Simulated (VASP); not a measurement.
# Pd (Fm-3m) in VASP: further runs

Runs on Pd. Level: PBEsol. Tasks: single point.

Everything below comes from runs of VASP 6.6.1. Logs are shortened: lines on timing, memory, paths and dates and some standing lists are left out, and cuts for length are marked.

### Step 1. The cell of the first run

The structure is cubic, space group Fm-3m (No. 225). The conventional cell has a = 3.866 Å, b = 3.866 Å, c = 3.866 Å, α = 90.00°, β = 90.00°, γ = 90.00°. Pd (site symmetry m-3m) has 12 Pd at 2.73 Å within 3.6 Å.

### Step 2. Single point, PBEsol

Contents of INCAR:

```
SYSTEM = Pd
ALGO = Normal ; EDIFF = 1E-6
ENCUT = 520 ; GGA = PS
ISIF = 2 ; ISMEAR = -1
LASPH = .TRUE. ; LCHARG = .FALSE.
LREAL = .FALSE. ; LWAVE = .FALSE.
NBANDS = 11 ; NELM = 60
PREC = Accurate ; SIGMA = 0.1
```

Contents of KPOINTS:

```
k-points
0
G
  24 24 24
  0 0 0
```

Contents of POSCAR:

```
Pd
1.0
    0.0000000000      1.9327908188      1.9327908188
    1.9327908188      0.0000000000      1.9327908188
    1.9327908188      1.9327908188      0.0000000000
Pd
1
Direct
    0.0000000000      0.0000000000      0.0000000000
```

Potentials or basis: VASP PAW PBE potentials, release 64 (Pd).

Launch:

```console
$ cat potpaw_PBE.64/Pd/POTCAR > POTCAR
$ mpirun -np 1 vasp_std > vasp.out
```

OUTCAR:

```text
SYSTEM = Pd
   EDIFF = 1E-6
   ENCUT = 520
   GGA = PS
   ISIF = 2
   ISMEAR = -1
   LASPH = .TRUE.
   LREAL = .FALSE.
   NELM = 60
   PREC = Accurate

 ion  position               nearest neighbor table
   1  0.000  0.000  0.000-

  LATTYP: Found a face centered cubic cell.
 ALAT       =     3.8655816376

  Lattice vectors:

 A1 = (   0.0000000000,   1.9327908188,   1.9327908188)
 A2 = (   1.9327908188,   0.0000000000,   1.9327908188)
 A3 = (   1.9327908188,   1.9327908188,   0.0000000000)

Analysis of symmetry for initial positions (statically):
=====================================================================
 Subroutine PRICEL returns:
 Original cell was already a primitive cell.

 Routine SETGRP: Setting up the symmetry group for a
 face centered cubic supercell.

 Subroutine GETGRP returns: Found 48 space group operations
 (whereof 48 operations were pure point group operations)
 out of a pool of 48 trial point group operations.

The static configuration has the point symmetry O_h .

Analysis of symmetry for dynamics (positions and initial velocities):
=====================================================================
 Subroutine PRICEL returns:
 Original cell was already a primitive cell.

 Routine SETGRP: Setting up the symmetry group for a
 face centered cubic supercell.

 Subroutine GETGRP returns: Found 48 space group operations
 (whereof 48 operations were pure point group operations)
 out of a pool of 48 trial point group operations.

The dynamic configuration has the point symmetry O_h .

 Subroutine INISYM returns: Found 48 space group operations
 (whereof 48 operations are pure point group operations),
 and found     1 'primitive' translations

----------------------------------------------------------------------------------------

                                     Primitive cell

  volume of cell :      14.4406

  direct lattice vectors                    reciprocal lattice vectors
     0.000000000  1.932790819  1.932790819    -0.258693282  0.258693282  0.258693282
     1.932790819  0.000000000  1.932790819     0.258693282 -0.258693282  0.258693282
     1.932790819  1.932790819  0.000000000     0.258693282  0.258693282 -0.258693282

  length of vectors
     2.733378989  2.733378989  2.733378989     0.448069908  0.448069908  0.448069908

  position of ions in fractional coordinates (direct lattice)
     0.000000000  0.000000000  0.000000000

  ion indices of the primitive-cell ions
[... 79 lines left out ...]
   NFREE  =      0    steps in history (QN), initial steepest desc. (CG)
   ISIF   =      2    stress and relaxation
   ISYM   =      2    0-nonsym 1-usesym 2-fastsym
   POTIM  = 0.5000    time-step for ionic-motion
   TEBEG  =    0.0;   TEEND  =   0.0 temperature during run
   PSTRESS=    0.0 pullay stress
   NELECT =      10.0000    total number of electrons
   NUPDOWN=      -1.0000    fix difference up-down
   EMIN   =  10.00;   EMAX   =-10.00  energy-range for DOS
   EFERMI =   0.00;   METHOD = LEGACY
   ISMEAR =    -1;   SIGMA  =   0.10  broadening in eV -4-tet -1-fermi 0-gaus
   EFERMI_NEDOS =   21; number of points for ismear=-14 and -15
   IALGO  =     38    algorithm
   IMIX   =      4    mixing-type and parameters
     AMIX     =   0.40;   BMIX     =  1.00
     AMIX_MAG =   1.60;   BMIX_MAG =  1.00
  volume/ion in A,a.u.               =      14.44        97.45
  Fermi-wavevector in a.u.,A,eV,Ry     =   1.448372  2.737025 28.542031  2.097780
  Thomas-Fermi vector in A             =   2.566220
   LORBIT       =      0    0 simple, 1 ext, 2 COOP (PROOUT), +10 PAW based schemes
   GGA     = PS    functional components
   LHFCALC =     F    Hartree Fock is set to
   AEXX    =    0.0000 exact exchange contribution
   IVDW    =     0    specifies the selected vdW correction
   LEPSILON=     F    determine dielectric tensor
   LRPA    =     F    only Hartree local field effects (RPA)
 non-spin polarized calculation
  energy-cutoff  :      520.00
  volume of cell :       14.44
 maximum number of plane-waves:       399
   NGX = 11   NGY = 11   NGZ = 11

 number of electron      10.0000003 magnetization

 Free energy of the ion-electron system (eV)
  ---------------------------------------------------
  ext. energy  EPLUGINS =         0.00000000
  ---------------------------------------------------
  free energy    TOTEN  =        -5.99484293 eV

  energy without entropy =       -5.93323462  energy(sigma->0) =       -5.96403877

 E-fermi :  10.0170     XC(G=0): -13.5125

 val. band max:       10.0145202659   @ k =  -0.4583   0.2917   0.0417
 cond. band min:      10.0183068910   @ k =  -0.2917   0.0833   0.0000
 fundamental gap:      0.0037866251
 Fermi energy:        10.0170396299

 k-point     1 :       0.0000    0.0000    0.0000
  band No.  band energies     occupation
      1       2.5767      2.00000
      2       7.0330      2.00000
      3       7.0330      2.00000
      4       7.0330      2.00000
      5       8.7201      2.00000
      6       8.7201      2.00000
      7      27.1197      0.00000
      8      32.0085      0.00000
      9      32.0085      0.00000
     10      32.0085      0.00000
     11      36.0069      0.00000
[... 309 lines left out ...]
 k-point    24 :       0.4583    0.0417    0.0000
  band No.  band energies     occupation
      1       4.5407      2.00000
      2       6.9713      2.00000
      3       7.0571      2.00000
      4       9.3744      1.99677
      5       9.9404      1.36532
      6      10.8512      0.00048
      7      18.0809      0.00000
      8      26.6453      0.00000
      9      31.0535      0.00000
     10      31.3455      0.00000
     11      36.0596      0.00000

 [... further k-points ...]

------------------------ aborting loop because EDIFF is reached ----------------------------------------

  FORCE on cell =-STRESS in cart. coord.  units (eV):
  Direction    XX          YY          ZZ          XY          YZ          ZX
  --------------------------------------------------------------------------------------
  -------------------------------------------------------------------------------------
  Total        0.1464987      0.1464987      0.1464987      0.0000000      0.0000000     -0.0000000
  in kB       16.2539794     16.2539794     16.2539794      0.0000000      0.0000000     -0.0000000
  external PRESSURE =      16.2539794 kB  Pullay stress =       0.0000000 kB

 VOLUME and BASIS-vectors are now :
 -----------------------------------------------------------------------------
  energy-cutoff  :      520.00
  volume of cell :       14.44
      direct lattice vectors                 reciprocal lattice vectors
     0.000000000  1.932790819  1.932790819    -0.258693282  0.258693282  0.258693282
     1.932790819  0.000000000  1.932790819     0.258693282 -0.258693282  0.258693282
     1.932790819  1.932790819  0.000000000     0.258693282  0.258693282 -0.258693282

 POSITION                                       TOTAL-FORCE (eV/Angst)
 -----------------------------------------------------------------------------------
      0.00000      0.00000      0.00000         0.000000      0.000000      0.000000
 -----------------------------------------------------------------------------------
    total drift:                                0.000000      0.000000      0.000000

  FREE ENERGIE OF THE ION-ELECTRON SYSTEM (eV)
  ---------------------------------------------------
  free  energy   TOTEN  =        -5.9948429332 eV

  energy  without entropy=       -5.9332346165  energy(sigma->0) =       -5.96403877
```

OSZICAR:

```text
N       E                     dE             d eps       ncg     rms          rms(c)
DAV:   1     0.420309079740E+02    0.42031E+02   -0.52044E+03  9174   0.858E+02
DAV:   2    -0.580503995692E+01   -0.47836E+02   -0.46330E+02 10227   0.184E+02
DAV:   3    -0.638316018451E+01   -0.57812E+00   -0.57468E+00 10988   0.215E+01
DAV:   4    -0.638557589552E+01   -0.24157E-02   -0.24153E-02 10992   0.146E+00
DAV:   5    -0.638559962965E+01   -0.23734E-04   -0.23734E-04 11817   0.133E-01    0.888E+00
DAV:   6    -0.601177847892E+01    0.37382E+00   -0.15081E+00 11210   0.101E+01    0.399E+00
DAV:   7    -0.599980489422E+01    0.11974E-01   -0.40998E-02 11984   0.126E+00    0.206E+00
DAV:   8    -0.599489863393E+01    0.49063E-02   -0.21760E-03 11308   0.463E-01    0.118E-01
DAV:   9    -0.599483876024E+01    0.59874E-04   -0.29610E-04 12140   0.145E-01    0.171E-02
DAV:  10    -0.599484372341E+01   -0.49632E-05   -0.45716E-06 11360   0.197E-02    0.121E-02
DAV:  11    -0.599484293324E+01    0.79017E-06   -0.81324E-08  7822   0.300E-03
   1 F= -.59948429E+01 E0= -.59640388E+01  d E =-.616083E-01
```

Wall time 57 s (1 thread of Intel Xeon Platinum 8259CL at 2.50GHz (Skylake/Cascade Lake), shared host); peak memory 0.17 GiB.

Results:

| Property | Result |
| --- | --- |
| Free energy | -5.9948 eV |
| Pressure | 1.6 GPa |
| Band gap on the k mesh | zero (band 5 reaches 10.30 eV, above the bottom of band 6 at 8.65 eV) |

Levels at points of the mesh, in eV from the Fermi level:
```
           k point  band 1  band 2  band 3  band 4  band 5  band 6  band 7  band 8  band 9  band 10
(0.00, 0.00, 0.00)   -7.44   -2.98   -2.98   -2.98   -1.30   -1.30   17.10   21.99   21.99    21.99
(0.50, 0.00, 0.00)   -5.54   -3.03   -3.03   -0.05   -0.05    0.84    7.40   16.46   21.19    21.19
(0.50, 0.50, 0.00)   -5.64   -5.34   -0.07    0.28    0.28    3.22   10.90   13.19   13.19    21.76
```

Caveat: the PAW data sets were made with another functional, which shifts forces and pressure a little.

### Step 3. Single point, PBEsol

This run uses another cell than the first one, of 14.58 Å³/atom, 1.010 times its volume.

Contents of INCAR:

```
SYSTEM = Pd
ALGO     = Normal         ! electronic algorithm
EDIFF    = 1E-6           ! SCF threshold, eV
ENCUT    = 520            ! plane-wave cutoff, eV
GGA      = PS             ! functional
ISIF     = 2              ! what is computed and relaxed
ISMEAR   = -1             ! smearing method
LASPH    = .TRUE.         ! aspherical terms in the spheres
LCHARG   = .FALSE.        ! write CHGCAR
LREAL    = .FALSE.        ! projectors in reciprocal space
LWAVE    = .FALSE.        ! write WAVECAR
NBANDS   = 11             ! bands
NELM     = 100            ! most SCF steps
PREC     = Accurate       ! precision mode
SIGMA    = 0.1            ! smearing width, eV
```

KPOINTS is that of step 2.

Contents of POSCAR:

```
Pd
1.0
    0.0000000000      1.9390408967      1.9390408967
    1.9390408967      0.0000000000      1.9390408967
    1.9390408967      1.9390408967      0.0000000000
Pd
1
Direct
    0.0000000000      0.0000000000      0.0000000000
```

Potentials or basis: VASP PAW PBE potentials, release 64 (Pd).

Launch:

```console
$ cat potpaw_PBE.64/Pd/POTCAR > POTCAR
$ mpirun -np 1 vasp_std > vasp.out
```

Wall time 53 s (1 thread of Intel Xeon Platinum 8259CL at 2.50GHz (Skylake/Cascade Lake), shared host); peak memory 0.17 GiB.

Results (log left out):

```yaml
Free_energy: -5.9955 eV
Pressure: -0.4 GPa
Band_gap_on_the_k_mesh: zero (band 5 reaches 10.12 eV, above the bottom of band 6 at 8.50 eV)
```

Levels at points of the mesh, in eV from the Fermi level:
| k point | band 1 | band 2 | band 3 | band 4 | band 5 | band 6 | band 7 | band 8 | band 9 | band 10 |
| --- | --- | --- | --- | --- | --- | --- | --- | --- | --- | --- |
| (0.00, 0.00, 0.00) | -7.36 | -2.94 | -2.94 | -2.94 | -1.28 | -1.28 | 17.10 | 21.93 | 21.93 | 21.93 |
| (0.50, 0.00, 0.00) | -5.46 | -2.98 | -2.98 | -0.05 | -0.05 | 0.86 | 7.33 | 16.46 | 21.09 | 21.09 |
| (0.50, 0.50, 0.00) | -5.56 | -5.26 | -0.07 | 0.27 | 0.27 | 3.22 | 10.80 | 13.14 | 13.14 | 21.62 |

Caveat: the PAW data sets were made with another functional, which shifts forces and pressure a little.
